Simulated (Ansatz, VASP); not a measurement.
# One calculation of Cd2S, two programs

```
Cd S
1.0
     3.96267    0.00000    0.00000
    -1.98134    3.43177    0.00000
     0.00000    0.00000    5.80919
Cd S
2 1
Direct
  0.66667 0.33333 0.57873
  0.33333 0.66667 0.93272
  0.33333 0.66667 0.36571
```

Alike in both runs: task relaxation of cell and atoms; functional PBE; k mesh 12 × 12 × 6; occupations gaussian, width 0.01 eV; no spin polarisation.

|  | VASP | Ansatz |
| --- | --- | --- |
| version | VASP 6.6.1 | Ansatz 0.2.0 |
| potentials or method | VASP PAW PBE potentials, release 64 (Cd, S), cutoff 600 eV | scalar-relativistic, plane waves, PAW |
| valence electrons in the cell | 30 | 46 |

Ansatz gave:

| Property | Result |
| --- | --- |
| gap on the k mesh at the Fermi level, each at its own relaxed structure (eV) | 0.12 |
| relaxed volume (Å³/atom) | 26.31 |
| relaxed cell length with the largest relative difference (Å) | 3.961 |

**Question.** What did VASP give for the same quantities?

**Answer.** gap on the k mesh at the Fermi level, each at its own relaxed structure (eV): 0.13; relaxed volume (Å³/atom): 26.42; relaxed cell length with the largest relative difference (Å): 3.968.

VASP's potentials hold 30 valence electrons a cell and Ansatz's 46, so a difference there can come from the potentials and not from the codes.
